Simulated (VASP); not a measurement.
A run of VASP 6.6.1 is set up as follows.

Contents of INCAR:

```
SYSTEM = C
ALGO     = Normal         ! electronic algorithm
DIPOL    = 0.5 0.5 0.500
EDIFF    = 1E-6           ! SCF threshold, eV
ENCUT    = 520            ! plane-wave cutoff, eV
GGA      = PE             ! functional
IDIPOL   = 3            
ISIF     = 2              ! what is computed and relaxed
ISMEAR   = 0              ! smearing method
IVDW     = 12             ! dispersion correction
LASPH    = .TRUE.         ! aspherical terms in the spheres
LCHARG   = .FALSE.        ! write CHGCAR
LDIPOL   = .TRUE.       
LREAL    = .FALSE.        ! projectors in reciprocal space
LWAVE    = .FALSE.        ! write WAVECAR
NBANDS   = 26             ! bands
NELM     = 80             ! most SCF steps
PREC     = Accurate       ! precision mode
SIGMA    = 0.1            ! smearing width, eV
```

File KPOINTS:

```
k-points
0
G
  18 18 1
  0 0 0
```

File POSCAR:

```
C
1.0
    2.4649634494      0.0000000000      0.0000000000
   -1.2324817247      2.1347209666      0.0000000000
    0.0000000000      0.0000000000     46.2216184728
C
8
Direct
    0.0000000000      0.0000000000      0.3906268403
    0.6666666667      0.3333333333      0.3906268369
    0.0000000000      0.0000000000      0.4635422812
    0.3333333333      0.6666666667      0.4635422778
    0.0000000000      0.0000000000      0.5364577222
    0.6666666667      0.3333333333      0.5364577188
    0.0000000000      0.0000000000      0.6093731631
    0.3333333333      0.6666666667      0.6093731597
```

Potentials or basis: VASP PAW PBE potentials, release 64 (C).

Launch:

```console
$ cat potpaw_PBE.64/C/POTCAR > POTCAR
$ mpirun -np 1 vasp_std > vasp.out
```

(1) Estimate the dispersion energy per atom.

(2) Estimate the largest force.

Results:

(1) -0.137 eV.

(2) 0.011 eV/Å.

Caveat: the cell differs from its parent crystal (atoms taken out).
